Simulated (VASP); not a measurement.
Runs of VASP 6.6.1 on Sn. The structure is that of space group P6_3/mmc (No. 194), or close to it. The cells are those of the table. 

```csv
level,cell,gap on the mesh (eV),pressure (GPa),largest force (eV/Å)
PBE,"a = 4.756, b = 4.756, c = 7.750 Å, angles 90.0, 90.0, 120.0°, 4 atoms",none,-1.1,0.01
PBE,"a = 4.613, b = 4.613, c = 7.518 Å, angles 90.0, 90.0, 120.0°, 4 atoms",none,2.5,0.01
r2SCAN,"a = 4.540, b = 4.540, c = 7.458 Å, angles 90.0, 90.0, 120.0°, 4 atoms",(a),3.1,(c)
PBE,"a = 4.661, b = 4.661, c = 7.597 Å, angles 90.0, 90.0, 120.0°, 4 atoms",none,1.1,-
r2SCAN,"a = 4.588, b = 4.588, c = 7.537 Å, angles 90.0, 90.0, 120.0°, 4 atoms",0.16,1.4,0.01
PBE,"a = 4.801, b = 4.801, c = 7.825 Å, angles 90.0, 90.0, 120.0°, 4 atoms",none,-1.9,0.01
PBE,"a = 4.635, b = 4.635, c = 7.614 Å, angles 90.0, 90.0, 120.0°, 4 atoms",none,(b),0.05
PBE,"a = 4.709, b = 4.709, c = 7.674 Å, angles 90.0, 90.0, 120.0°, 4 atoms",none,-0.1,-
```

Alike in all rows: task single point; potentials or basis VASP PAW PBE potentials, release 64 (Sn_d); no spin polarisation; k mesh 6 × 6 × 4; cutoff (eV) 520; smearing fermi-dirac 0.02 eV.

Question: Estimate the missing entries.

Answer: (a) 0.12; (b) 1.5; (c) 0.02.

Caveats: spin-orbit coupling is left out, which moves the levels of the heavy elements; the PAW data sets were made with another functional, which shifts forces and pressure a little (some runs).

A k mesh can miss the band edges, and the runs leave out spin-orbit coupling on Sn.

A gap of «none» marks levels without a gap at the run's occupations.
